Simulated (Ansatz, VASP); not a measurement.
One calculation of SnO2, two programs

The input INCAR:

```
ALGO     = Normal         # electronic algorithm
EDIFF    = 1E-7           # SCF threshold, eV
ENCUT    = 520            # plane-wave cutoff, eV
GGA      = PE             # functional
ISIF     = 2              # what is computed and relaxed
ISMEAR   = 0              # smearing method
LASPH    = T              # aspherical terms in the spheres
LCHARG   = F              # write CHGCAR
LREAL    = F              # projectors in reciprocal space
LWAVE    = F              # write WAVECAR
NBANDS   = 35             # bands
NELM     = 60             # most SCF steps
PREC     = Accurate       # precision mode
SIGMA    = 0.05           # smearing width, eV
```

File KPOINTS:

```
k-points
0
Gamma
  6 6 8
```

Contents of POSCAR:

```
SnO2
1.0
    4.4414885964      0.0000000000      0.0000000000
    0.0000000000      4.4414885964      0.0000000000
    0.0000000000      0.0000000000      3.4970302158
Sn O
2 4
Direct
    0.0000000000      0.0000000000      0.0000000000
    0.5000000000      0.5000000000      0.5000000000
    0.3066050863      0.3066050863      0.0000000000
    0.1933949137      0.8066050863      0.5000000000
    0.6933949137      0.6933949137      0.0000000000
    0.8066050863      0.1933949137      0.5000000000
```

Input for Ansatz:

```yaml
crystal:
  lattice:
    - [4.4414885964, 0.0, 0.0]
    - [0.0, 4.4414885964, 0.0]
    - [0.0, 0.0, 3.4970302158]
  atoms:
    - { symbol: Sn, position: [0.0, 0.0, 0.0] }
    - { symbol: Sn, position: [0.5, 0.5, 0.5] }
    - { symbol: O, position: [0.3066050863, 0.3066050863, 0.0] }
    - { symbol: O, position: [0.1933949137, 0.8066050863, 0.5] }
    - { symbol: O, position: [0.6933949137, 0.6933949137, 0.0] }
    - { symbol: O, position: [0.8066050863, 0.1933949137, 0.5] }
basis:
  ecutwfc: 420
kpoints:
  mp_grid: { grid: [6, 6, 8] }
hamiltonian:
  xc: pbe
scf:
  occupations: { method: gaussian, width: 0.05 }
output:
  forces: true
  stress: true
  eigenvalues: true
```

Change from the starting cell: strain -0.080 along x and y, +0.080 along z, atoms carried along.

Alike in both runs: task single point; functional PBE; k mesh 6 × 6 × 8; occupations gaussian, width 0.05 eV; no spin polarisation.

|  | VASP | Ansatz |
| --- | --- | --- |
| version | VASP 6.6.1 | Ansatz 0.2.0 |
| potentials or method | VASP PAW PBE potentials, release 64 (Sn_d, O), cutoff 520 eV | scalar-relativistic, plane waves, PAW |
| valence electrons in the cell | 52 | 52 |

Ansatz gave:

* gap on the k mesh at the Fermi level (eV): 1.45
* least direct gap on the mesh (eV): 1.45
* pressure (GPa): 17.1
* traceless stress, the component that is largest in VASP (GPa): -19.66
* rms of the force components (eV/Å): 0.389

**Question.** Which values does VASP return?

**Answer.** gap on the k mesh at the Fermi level (eV): 1.44; least direct gap on the mesh (eV): 1.44; pressure (GPa): 17.7; traceless stress, the component that is largest in VASP (GPa): -19.59; rms of the force components (eV/Å): 0.396.

Atom by atom the forces differ by 0.007 eV/Å (rms over components). With one functional, cell and mesh, what is left measures potentials, basis and numerics.
